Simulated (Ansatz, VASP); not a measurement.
## One calculation of CaO, two programs

```
CELL_PARAMETERS angstrom
0.00000 2.72325 2.72325
2.72325 0.00000 2.72325
2.72325 2.72325 0.00000
ATOMIC_POSITIONS crystal
Ca 0.00000 0.00000 0.00000
O 0.25000 0.25000 0.25000
```

Change from the starting cell: hydrostatic strain +4.5%.

Alike in both runs: task single point; functional HSE06; k mesh 6 × 6 × 6; no spin polarisation.

|  | VASP | Ansatz |
| --- | --- | --- |
| version | VASP 6.6.1 | Ansatz 0.2.0 |
| potentials or method | VASP PAW PBE potentials, release 64 (Ca_sv, O) | plane waves, PAW |
| plane-wave cutoff (eV) | 520 | 420 |
| occupations | gaussian, width 0.01 eV | fixed |
| valence electrons in the cell | 16 | 16 |

|  | VASP | Ansatz | Ansatz less VASP |
| --- | --- | --- | --- |
| gap on the k mesh at the Fermi level (eV) | 4.20 | 4.22 | +0.014 |
| pressure (GPa) | -7.8 | -8.1 | -0.33 |

Ansatz's warnings: stress exchange threshold loose, stress scf threshold loose.
